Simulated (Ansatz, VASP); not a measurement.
This is a calculation of ZrB2 for VASP 6.6.1.

INCAR

```
ALGO = Normal
EDIFF = 1E-6
ENCUT = 520
GGA = PE
ISIF = 2
ISMEAR = 0
LASPH = T
LCHARG = F
LREAL = F
LWAVE = F
NBANDS = 16
NELM = 80
PREC = Accurate
SIGMA = 0.022
```

Contents of KPOINTS:

```
k-points
0
Gamma
  10 10 8
```

File POSCAR:

```
ZrB2
1.0
    3.1700000000      0.0000000000      0.0000000000
   -1.5850000000      2.7453005300      0.0000000000
    0.0000000000      0.0000000000      3.5330000000
Zr B
1 2
Direct
    0.0000000000      0.0000000000      0.0000000000
    0.6666666667      0.3333333333      0.5000000000
    0.3333333333      0.6666666667      0.5000000000
```

Potentials or basis: VASP PAW PBE potentials, release 64 (Zr_sv, B).

Run with:

```console
$ cat potpaw_PBE.64/Zr_sv/POTCAR potpaw_PBE.64/B/POTCAR > POTCAR
$ mpirun -np 1 vasp_std > vasp.out
```

**Question.** Set up the same calculation for Ansatz 0.2.0. Potentials there: Ansatz PAW.

**Answer.** As run (the cutoff follows the program's own potentials):

The input input.yaml:

```yaml
crystal:
  lattice:
    - [3.17, 0.0, 0.0]
    - [-1.585, 2.74530053, 0.0]
    - [0.0, 0.0, 3.533]
  atoms:
    - { symbol: Zr, position: [0.0, 0.0, 0.0] }
    - { symbol: B, position: [0.6666666667, 0.3333333333, 0.5] }
    - { symbol: B, position: [0.3333333333, 0.6666666667, 0.5] }
hamiltonian:
  xc: pbe
  pseudopotentials: { kind: paw }
kpoints:
  mp_grid: { grid: [10, 10, 8] }
scf:
  occupations: { method: gaussian, width: 0.022 }
output:
  forces: true
  stress: true
  eigenvalues: true
```

Potentials or basis: Ansatz PAW.

Run with:

```bash
$ ansatz run input.yaml --threads 2 --pin off --max-ram 5632MiB --backend cpu --events-out ev --progress --plain --runs-dir out
```

Both were run:

|  | VASP | Ansatz | Ansatz less VASP |
| --- | --- | --- | --- |
| gap on the k mesh at the Fermi level (eV) | none | none | - |
| pressure (GPa) | 0.9 | 0.8 | -0.14 |
| traceless stress, the component that is largest in VASP (GPa) | 0.84 | 0.80 | -0.042 |

A gap of «none» marks a metal or a gap that the smearing closes.
